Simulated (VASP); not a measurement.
Crystal: Ga2O3.

```
Ga O
1.0
     2.48700    1.43587    4.52583
    -2.48700    1.43587    4.52583
     0.00000   -2.87174    4.52583
Ga O
4 6
Direct
  0.64790 0.64790 0.64790
  0.85210 0.85210 0.85210
  0.14790 0.14790 0.14790
  0.35210 0.35210 0.35210
  0.44385 0.05615 0.75000
  0.94385 0.25000 0.55615
  0.05615 0.75000 0.44385
  0.75000 0.44385 0.05615
  0.25000 0.55615 0.94385
  0.55615 0.94385 0.25000
```

- Program: VASP 6.6.1
- Task: relaxation of cell and atoms
- Functional: PBE
- Potentials or basis: VASP PAW PBE potentials, release 64 (Ga_d, O)
- Cutoff: 600 eV
- k mesh: 6 × 6 × 6
- Occupations: gaussian, width 0.1 eV
- Spin: no spin polarisation

At the start: pressure 9.1 GPa; volume 9.70 Å³/atom.

Task: How do energy, volume and symmetry change on relaxing?

Result: Over 5 steps the energy falls by 16.7 meV/atom and the volume is 10.10 Å³/atom (+4.1 %); space group R-3c (No. 167, to 0.1 Å) before and after.

The path:
```csv
step,energy change (eV),largest force (eV/Å),pressure (GPa),volume (Å³)
1,0.0000,0.5132,9.06,96.97
2,-0.0667,0.1965,-6.78,104.87
3,-0.1365,0.3104,-0.80,101.45
4,-0.1565,0.1773,-0.46,101.26
5,-0.1673,0.0256,0.00,100.96
```

Final structure:
```yaml
crystal:
  lattice:
    - [2.52875, 1.45997, 4.55790]
    - [-2.52875, 1.45997, 4.55790]
    - [0.00000, -2.91995, 4.55790]
  atoms:
    - { symbol: Ga, position: [0.64400, 0.64400, 0.64400] }
    - { symbol: Ga, position: [0.85600, 0.85600, 0.85600] }
    - { symbol: Ga, position: [0.14400, 0.14400, 0.14400] }
    - { symbol: Ga, position: [0.35600, 0.35600, 0.35600] }
    - { symbol: O, position: [0.44721, 0.05279, 0.75000] }
    - { symbol: O, position: [0.94721, 0.25000, 0.55279] }
    - { symbol: O, position: [0.05279, 0.75000, 0.44721] }
    - { symbol: O, position: [0.75000, 0.44721, 0.05279] }
    - { symbol: O, position: [0.25000, 0.55279, 0.94721] }
    - { symbol: O, position: [0.55279, 0.94721, 0.25000] }
```

Caveat: the relaxation stopped at a loose force limit of 0.05 eV/Å, so its end isn't a converged minimum.
